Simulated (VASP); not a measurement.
# MgO (Fm-3m) in VASP: single point with PBE

Aim: the single point of MgO with PBE.

Everything below comes from runs of VASP 6.6.1. Logs are shortened: lines on timing, memory, paths and dates and some standing lists are left out, and cuts for length are marked.

**What was measured.**

“Electronic structure of alkaline earth and post-transition metal oxides”, 2009, arxiv:0908.1581 quotes, for a bulk crystal of MgO: band gap 7.83 eV.

How close the calculation comes is told below.

## Step 1: The cell of the first run

Symmetry: Fm-3m, No. 225, cubic system. The conventional cell has a = 4.254 Å, b = 4.254 Å, c = 4.254 Å, α = 90.00°, β = 90.00°, γ = 90.00°. Mg (site symmetry m-3m) has 6 O at 2.13 Å within 2.8 Å. Within 2.8 Å of O (site symmetry m-3m) lie 6 Mg at 2.13 Å.

## Step 2: Single point, PBE

INCAR

```
PREC = Accurate
ENCUT = 840
EDIFF = 1E-6
ISMEAR = 0
SIGMA = 0.02
LREAL = F
LASPH = T
NELM = 120
ALGO = Normal
ISIF = 2
LWAVE = F
LCHARG = F
GGA = PE
NBANDS = 15
GGA_COMPAT = F
```

KPOINTS

```
regular mesh
0
Gamma
  8 8 8
```

POSCAR

```
MgO
1.0
    0.0000000000      2.1272347855      2.1272347855
    2.1272347855      0.0000000000      2.1272347855
    2.1272347855      2.1272347855      0.0000000000
Mg O
1 1
Direct
    0.0000000000      0.0000000000      0.0000000000
    0.5000000000      0.5000000000      0.5000000000
```

Potentials or basis: VASP PAW PBE potentials, release 64 (Mg_sv, O).

The run is started by

```console
$ cat potpaw_PBE.64/Mg_sv/POTCAR potpaw_PBE.64/O/POTCAR > POTCAR
$ mpirun -np 1 vasp_std > vasp.out
```

OUTCAR:

```text
PREC = Accurate
   ENCUT = 840
   EDIFF = 1E-6
   ISMEAR = 0
   LREAL = F
   LASPH = T
   NELM = 120
   ISIF = 2
   GGA = PE

 ion  position               nearest neighbor table
   1  0.000  0.000  0.000-   2 2.13   2 2.13   2 2.13   2 2.13   2 2.13   2 2.13
   2  0.500  0.500  0.500-   1 2.13   1 2.13   1 2.13   1 2.13   1 2.13   1 2.13

  LATTYP: Found a face centered cubic cell.
 ALAT       =     4.2544695710

  Lattice vectors:

 A1 = (   0.0000000000,   2.1272347855,   2.1272347855)
 A2 = (   2.1272347855,   0.0000000000,   2.1272347855)
 A3 = (   2.1272347855,   2.1272347855,   0.0000000000)

Analysis of symmetry for initial positions (statically):
=====================================================================
 Subroutine PRICEL returns:
 Original cell was already a primitive cell.

 Routine SETGRP: Setting up the symmetry group for a
 face centered cubic supercell.

 Subroutine GETGRP returns: Found 48 space group operations
 (whereof 48 operations were pure point group operations)
 out of a pool of 48 trial point group operations.

The static configuration has the point symmetry O_h .

Analysis of symmetry for dynamics (positions and initial velocities):
=====================================================================
 Subroutine PRICEL returns:
 Original cell was already a primitive cell.

 Routine SETGRP: Setting up the symmetry group for a
 face centered cubic supercell.

 Subroutine GETGRP returns: Found 48 space group operations
 (whereof 48 operations were pure point group operations)
 out of a pool of 48 trial point group operations.

The dynamic configuration has the point symmetry O_h .

 Subroutine INISYM returns: Found 48 space group operations
 (whereof 48 operations are pure point group operations),
 and found     1 'primitive' translations

----------------------------------------------------------------------------------------

                                     Primitive cell

  volume of cell :      19.2520

  direct lattice vectors                    reciprocal lattice vectors
     0.000000000  2.127234785  2.127234785    -0.235046927  0.235046927  0.235046927
     2.127234785  0.000000000  2.127234785     0.235046927 -0.235046927  0.235046927
     2.127234785  2.127234785  0.000000000     0.235046927  0.235046927 -0.235046927

  length of vectors
     3.008364284  3.008364284  3.008364284     0.407113220  0.407113220  0.407113220

  position of ions in fractional coordinates (direct lattice)
     0.000000000  0.000000000  0.000000000
     0.500000000  0.500000000  0.500000000

  ion indices of the primitive-cell ions
   primitive index   ion index
                 1           1
                 2           2

----------------------------------------------------------------------------------------

 KPOINTS: regular mesh

Automatic generation of k-mesh.
 Grid dimensions read from file:
 generate k-points for:    8    8    8

 Generating k-lattice:

  Cartesian coordinates                     Fractional coordinates (reciprocal lattice)
    -0.029380866  0.029380866  0.029380866     0.125000000  0.000000000  0.000000000
     0.029380866 -0.029380866  0.029380866     0.000000000  0.125000000  0.000000000
     0.029380866  0.029380866 -0.029380866     0.000000000  0.000000000  0.125000000

  Length of vectors
     0.050889153  0.050889153  0.050889153

  Shift w.r.t. Gamma in fractional coordinates (k-lattice)
     0.000000000  0.000000000  0.000000000

 Subroutine IBZKPT returns following result:
 ===========================================

 Found     29 irreducible k-points:

 Following reciprocal coordinates:
            Coordinates               Weight
  0.000000  0.000000  0.000000      1.000000
  0.125000  0.000000  0.000000      8.000000
  0.250000  0.000000  0.000000      8.000000
  0.375000  0.000000  0.000000      8.000000
  0.500000  0.000000  0.000000      4.000000
  0.125000  0.125000  0.000000      6.000000
[... 16 lines left out ...]
  0.500000  0.250000  0.125000     48.000000
 -0.375000  0.250000  0.125000     24.000000
 [... further k-points ...]
   k-points           NKPTS =     29   k-points in BZ     NKDIM =     29   number of bands    NBANDS=     15
   number of dos      NEDOS =    301   number of ions     NIONS =      2
   total plane-waves  NPLWV =  21952
   dimension x,y,z NGX =    28 NGY =   28 NGZ =   28
   dimension x,y,z NGXF=    56 NGYF=   56 NGZF=   56
   ions per type =               1   1
   NGX,Y,Z   is equivalent  to a cutoff of  15.47, 15.47, 15.47 a.u.
   NGXF,Y,Z  is equivalent  to a cutoff of  30.95, 30.95, 30.95 a.u.
 SYSTEM =  unknown system
   PREC   = accura    normal or accurate (medium, high low for compatibility)
   ISTART =      0    job   : 0-new  1-cont  2-samecut
   ICHARG =      2    charge: 1-file 2-atom 10-const
   ISPIN  =      1    spin polarized calculation?
   LNONCOLLINEAR =      F non collinear calculations
   LSORBIT =      F    spin-orbit coupling
   LASPH  =      T    aspherical Exc in radial PAW
   ENCUT  =  840.0 eV  61.74 Ry    7.86 a.u.   7.11  7.11  7.11*2*pi/ulx,y,z
   NELM   =    120;   NELMIN=  2; NELMDL= -5     # of ELM steps
   EDIFF  = 0.1E-05   stopping-criterion for ELM
   LREAL  =      F    real-space projection
   EDIFFG = 0.1E-04   stopping-criterion for IOM
   NSW    =      0    number of steps for IOM
   IBRION =     -1    ionic relax: 0-MD 1-quasi-New 2-CG
   NFREE  =      0    steps in history (QN), initial steepest desc. (CG)
   ISIF   =      2    stress and relaxation
   ISYM   =      2    0-nonsym 1-usesym 2-fastsym
   POTIM  = 0.5000    time-step for ionic-motion
   TEBEG  =    0.0;   TEEND  =   0.0 temperature during run
   PSTRESS=    0.0 pullay stress
   NELECT =      16.0000    total number of electrons
   NUPDOWN=      -1.0000    fix difference up-down
   EMIN   =  10.00;   EMAX   =-10.00  energy-range for DOS
   EFERMI =   0.00;   METHOD = LEGACY
   ISMEAR =     0;   SIGMA  =   0.02  broadening in eV -4-tet -1-fermi 0-gaus
   EFERMI_NEDOS =   21; number of points for ismear=-14 and -15
   IALGO  =     38    algorithm
   IMIX   =      4    mixing-type and parameters
     AMIX     =   0.40;   BMIX     =  1.00
     AMIX_MAG =   1.60;   BMIX_MAG =  1.00
  volume/ion in A,a.u.               =       9.63        64.96
  Fermi-wavevector in a.u.,A,eV,Ry     =   1.539180  2.908628 32.233222  2.369075
  Thomas-Fermi vector in A             =   2.645444
   LORBIT       =      0    0 simple, 1 ext, 2 COOP (PROOUT), +10 PAW based schemes
   GGA     = PE    functional components
   LHFCALC =     F    Hartree Fock is set to
   AEXX    =    0.0000 exact exchange contribution
   IVDW    =     0    specifies the selected vdW correction
   LEPSILON=     F    determine dielectric tensor
   LRPA    =     F    only Hartree local field effects (RPA)
 non-spin polarized calculation
 Gauss-broadening in eV      SIGMA  =   0.02
  energy-cutoff  :      840.00
  volume of cell :       19.25
 maximum number of plane-waves:      1090
   NGX = 15   NGY = 15   NGZ = 15

 number of electron      15.9999997 magnetization

 Free energy of the ion-electron system (eV)
  ---------------------------------------------------
  ext. energy  EPLUGINS =         0.00000000
  ---------------------------------------------------
  free energy    TOTEN  =       -11.88484419 eV

  energy without entropy =      -11.88484419  energy(sigma->0) =      -11.88484419

 E-fermi :   2.9427     XC(G=0): -11.2407

 val. band max:        2.7029635622   @ k =   0.0000   0.0000   0.0000
 cond. band min:       7.1565616021   @ k =   0.0000   0.0000   0.0000
 fundamental gap:      4.4535980399
 Fermi energy:         2.9426526654

 k-point     1 :       0.0000    0.0000    0.0000
  band No.  band energies     occupation
      1     -69.6706      2.00000
      2     -36.3988      2.00000
      3     -36.3988      2.00000
      4     -36.3988      2.00000
      5     -14.3955      2.00000
      6       2.7030      2.00000
      7       2.7030      2.00000
      8       2.7030      2.00000
      9       7.1566      0.00000
     10      18.3378      0.00000
     11      18.3378      0.00000
     12      18.3378      0.00000
     13      22.1720      0.00000
     14      23.9191      0.00000
     15      23.9191      0.00000

 k-point     2 :       0.1250    0.0000    0.0000
  band No.  band energies     occupation
      1     -69.6694      2.00000
      2     -36.4101      2.00000
      3     -36.4000      2.00000
      4     -36.4000      2.00000
      5     -14.2367      2.00000
      6       1.7616      2.00000
      7       2.6050      2.00000
      8       2.6050      2.00000
      9       8.0732      0.00000
     10      16.6681      0.00000
     11      18.6792      0.00000
     12      18.6792      0.00000
     13      22.9141      0.00000
     14      22.9141      0.00000
     15      24.2415      0.00000

 k-point     3 :       0.2500    0.0000    0.0000
  band No.  band energies     occupation
      1     -69.6669      2.00000
      2     -36.4374      2.00000
      3     -36.4028      2.00000
      4     -36.4028      2.00000
      5     -13.8265      2.00000
      6       0.1050      2.00000
      7       2.3788      2.00000
      8       2.3788      2.00000
      9       9.5308      0.00000
     10      15.0928      0.00000
     11      19.1196      0.00000
     12      19.1196      0.00000
     13      22.5255      0.00000
     14      22.5255      0.00000
     15      24.2584      0.00000
[... 343 lines left out ...]
 k-point    23 :       0.5000    0.2500    0.1250
  band No.  band energies     occupation
      1     -69.6628      2.00000
      2     -36.4570      2.00000
      3     -36.4236      2.00000
      4     -36.4109      2.00000
      5     -13.1858      2.00000
      6      -0.8935      2.00000
      7       1.0438      2.00000
      8       1.8721      2.00000
      9      11.9521      0.00000
     10      14.1526      0.00000
     11      16.3257      0.00000
     12      19.5041      0.00000
     13      22.0701      0.00000
     14      24.7317      0.00000
     15      28.2700      0.00000

 k-point    24 :      -0.3750    0.2500    0.1250
  band No.  band energies     occupation
      1     -69.6620      2.00000
      2     -36.4633      2.00000
      3     -36.4255      2.00000
      4     -36.4132      2.00000
      5     -13.0292      2.00000
      6      -1.1698      2.00000
      7       0.8431      2.00000
      8       1.7568      2.00000
      9      12.1702      0.00000
     10      14.6196      0.00000
     11      15.9099      0.00000
     12      19.2578      0.00000
     13      22.8864      0.00000
     14      24.3959      0.00000
     15      28.4167      0.00000

 [... further k-points ...]
[... 5 lines left out ...]
  --------------------------------------------------------------------------------------
  -------------------------------------------------------------------------------------
  Total       -0.0030873     -0.0030873     -0.0030873     -0.0000000      0.0000000      0.0000000
  in kB       -0.2569262     -0.2569262     -0.2569262     -0.0000000      0.0000000      0.0000000
  external PRESSURE =      -0.2569262 kB  Pullay stress =       0.0000000 kB

 VOLUME and BASIS-vectors are now :
 -----------------------------------------------------------------------------
  energy-cutoff  :      840.00
  volume of cell :       19.25
      direct lattice vectors                 reciprocal lattice vectors
     0.000000000  2.127234785  2.127234785    -0.235046927  0.235046927  0.235046927
     2.127234785  0.000000000  2.127234785     0.235046927 -0.235046927  0.235046927
     2.127234785  2.127234785  0.000000000     0.235046927  0.235046927 -0.235046927

 POSITION                                       TOTAL-FORCE (eV/Angst)
 -----------------------------------------------------------------------------------
      0.00000      0.00000      0.00000        -0.000000     -0.000000     -0.000000
      2.12723      2.12723      2.12723         0.000000      0.000000      0.000000
 -----------------------------------------------------------------------------------
    total drift:                                0.000000      0.000000      0.000000

  FREE ENERGIE OF THE ION-ELECTRON SYSTEM (eV)
  ---------------------------------------------------
  free  energy   TOTEN  =       -11.8848441896 eV

  energy  without entropy=      -11.8848441896  energy(sigma->0) =      -11.88484419
```

It took 10 s on 1 thread of AMD EPYC 7R13 (Zen 3), shared host; peak memory 0.13 GiB.

Results:

| Item | Value |
| --- | --- |
| Free energy | -11.8848 eV |
| Pressure | 0.0 GPa |
| Band gap on the k mesh | 4.45 eV |

## Step 3: Against experiment

Step 2. A measured gap of MgO is 7.83 eV (quoted in “Electronic structure of alkaline earth and post-transition metal oxides”, 2009, arxiv:0908.1581); the calculated 4.45 eV misses it by -3.38 eV. The value is that of PBE, without temperature or zero-point motion. Semilocal functionals fall short of measured gaps as a rule.
